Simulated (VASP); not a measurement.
Write the native input for VASP 6.6.1 that does the following.

| Property | Result |
| --- | --- |
| Task | single point |
| Functional | PBEsol |
| Potentials or basis | VASP PAW PBE potentials, release 64 (S, Zn, H) |
| Cutoff | 520 eV |
| k mesh | 9 × 9 × 1 |
| Occupations | gaussian, width 0.05 eV |
| Spin | no spin polarisation |
| Dipole correction | yes |
| Further INCAR settings | ALGO = Fast; EDIFF = 1e-06; NBANDS = 38 |

The structure of Zn3H2S3 lies in POSCAR:

```
Zn3H2S3
1.0
    3.7876303070      0.0000000000      0.0000000000
   -1.8938151535      3.2801840660      0.0000000000
    0.0000000000      0.0000000000     25.9583211899
S Zn H
3 3 2
Direct
    0.0000000000      0.0000000000      0.3274479862
    0.3333333333      0.6666666667      0.4465846274
    0.6672343534      0.3314631136      0.5725752879
    0.3333333333      0.6666666667      0.3572321466
    0.6666880330      0.3332250700      0.4698768987
    0.0005868824     -0.0018168459      0.5557986504
    0.9613257440      0.8972081618      0.7050741270
    0.8794864734      0.7215764982      0.6860045134
```

One way to write it, as run:

INCAR

```
ALGO = Fast ; DIPOL = 0.5 0.5 0.515
EDIFF = 1E-6 ; ENCUT = 520
GGA = PS ; IDIPOL = 3
ISIF = 2 ; ISMEAR = 0
LASPH = T ; LCHARG = T
LDIPOL = T ; LELF = T
LREAL = F ; LVACPOTAV = T
LVHAR = T ; LWAVE = F
NBANDS = 38 ; NELM = 60
PREC = Accurate ; SIGMA = 0.05
```

KPOINTS

```
k-points
0
Gamma
  9 9 1
```

Potentials or basis: VASP PAW PBE potentials, release 64 (S, Zn, H).

Run with:

```sh
$ cat potpaw_PBE.64/S/POTCAR potpaw_PBE.64/Zn/POTCAR potpaw_PBE.64/H/POTCAR > POTCAR
$ mpirun -np 1 vasp_std > vasp.out
```

It gave:

```yaml
Largest_force: 1.520 eV/Å
Band_gap_on_the_k_mesh: zero (bands 28 and 29 overlap by 0.13 eV)
```

Caveat: the PAW data sets were made with another functional, which shifts forces and pressure a little.

Wall time 30 min on 1 thread of Oxide Virtual Turin-like Processor (shared host), peak memory 0.64 GiB.
